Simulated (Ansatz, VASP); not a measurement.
Si: VASP beside Ansatz

Contents of POSCAR:

```
Si
1.0
   -3.3273296544      3.3273296544      1.9218805215
    3.3273296544     -3.3273296544      1.9218805215
    3.3273296544      3.3273296544     -1.9218805215
Si
4
Direct
    0.1494849909      0.1494849909      0.3575063991
    0.7919785919      0.7919785919      0.6424936010
    0.2080214081      0.8505150091      0.0000000000
    0.8505150091      0.2080214081      0.0000000000
```

Contents of INCAR.step1:

```
SYSTEM = Si
PREC = Accurate
ENCUT = 520
ISMEAR = 0
SIGMA = 0.05
LREAL = .FALSE.
LASPH = .TRUE.
NELM = 60
NBANDS = 16
GGA = PE
ALGO = Normal
EDIFF = 1E-4
LWAVE = .TRUE.
LCHARG = .FALSE.
```

INCAR.step2

```
SYSTEM = Si
PREC = Accurate
ENCUT = 520
EDIFF = 1E-6
ISMEAR = 0
SIGMA = 0.05
LREAL = .FALSE.
LASPH = .TRUE.
NELM = 60
ALGO = Normal
ISIF = 2
LWAVE = .FALSE.
LCHARG = .FALSE.
METAGGA = R2SCAN
LMIXTAU = .TRUE.
NBANDS = 16
ISTART = 1
```

The input KPOINTS:

```
Automatic mesh
0
G
  10 10 10
  0 0 0
```

Input for Ansatz:

```yaml
crystal:
  lattice:
    - [-3.3273296544, 3.3273296544, 1.9218805215]
    - [3.3273296544, -3.3273296544, 1.9218805215]
    - [3.3273296544, 3.3273296544, -1.9218805215]
  atoms:
    - { symbol: Si, position: [0.1494849909, 0.1494849909, 0.3575063991] }
    - { symbol: Si, position: [0.7919785919, 0.7919785919, 0.642493601] }
    - { symbol: Si, position: [0.2080214081, 0.8505150091, 0.0] }
    - { symbol: Si, position: [0.8505150091, 0.2080214081, 0.0] }
basis:
  ecutwfc: 500
kpoints:
  mp_grid: { grid: [10, 10, 10] }
hamiltonian:
  xc: r2scan
scf:
  occupations: { method: gaussian, width: 0.05 }
output:
  forces: true
  stress: true
  eigenvalues: true
```

Change from the starting cell: mode 4 (156.1 1/cm) frozen in, largest displacement +0.113 Å.

Alike in both runs: task single point; functional r2SCAN; k mesh 10 × 10 × 10; occupations gaussian, width 0.05 eV; no spin polarisation.

|  | VASP | Ansatz |
| --- | --- | --- |
| version | VASP 6.6.1 | Ansatz 0.2.0 |
| potentials or method | VASP PAW PBE potentials, release 64 (Si), cutoff 520 eV | scalar-relativistic, plane waves, PAW |
| valence electrons in the cell | 16 | 16 |

Ansatz gave:

* gap on the k mesh at the Fermi level (eV): 0.40
* least direct gap on the mesh (eV): 0.81
* pressure (GPa): -0.4
* traceless stress, the component that is largest in VASP (GPa): 0.24
* rms of the force components (eV/Å): 0.185

Q: What did VASP give for the same quantities?

A: gap on the k mesh at the Fermi level (eV): 0.41; least direct gap on the mesh (eV): 0.82; pressure (GPa): -0.6; traceless stress, the component that is largest in VASP (GPa): 0.20; rms of the force components (eV/Å): 0.187.

VASP's potentials were made for PBE, not for r2SCAN. Atom by atom the forces differ by 0.003 eV/Å (rms over components). The functional is the same, so the differences come from potentials, cutoffs and numerics.
